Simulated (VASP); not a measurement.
Wanted: the native input for a VASP 6.6.1 run.

- Task: single point
- Functional: LDA
- Potentials or basis: VASP PAW LDA potentials, release 64 (Pt)
- Cutoff: 500 eV
- k mesh: 9 × 9 × 9
- Occupations: gaussian, width 0.05 eV
- Spin: no spin polarisation
- Dipole correction: no
- Further INCAR settings: ALGO = Normal; EDIFF = 1e-06; NBANDS = 11

The structure of Pt lies in POSCAR:

```
Pt
1.0
    0.0000000000      1.9265763390      1.9265763390
    1.9265763390      0.0000000000      1.9265763390
    1.9265763390      1.9265763390      0.0000000000
Pt
1
Direct
    0.0000000000      0.0000000000      0.0000000000
```

These files were run (other wordings do the same):

INCAR

```
  PREC = Accurate
  ENCUT = 500
  EDIFF = 1E-6
  ISMEAR = 0
  SIGMA = 0.05
  LREAL = F
  LASPH = T
  NELM = 120
  ALGO = Normal
  ISIF = 2
  LWAVE = F
  LCHARG = F
  GGA = CA
  NBANDS = 11
  GGA_COMPAT = F
```

KPOINTS

```
regular mesh
0
Gamma
  9 9 9
```

Potentials or basis: VASP PAW LDA potentials, release 64 (Pt).

The run is started by

```bash
$ cat potpaw_LDA.64/Pt/POTCAR > POTCAR
$ mpirun -np 1 vasp_std > vasp.out
```

It gave:

- Pressure: 10.9 GPa
- Band gap on the k mesh: zero (bands 5 and 6 overlap by 2.27 eV)

Caveat: the cell stands under pressure; spin-orbit coupling is left out, which moves the levels of the heavy elements.

Run time: 4.6 s on 1 thread of Intel(R) Xeon(R) 6975P-C (Granite Rapids), with other jobs on the host, peak memory 0.11 GiB.
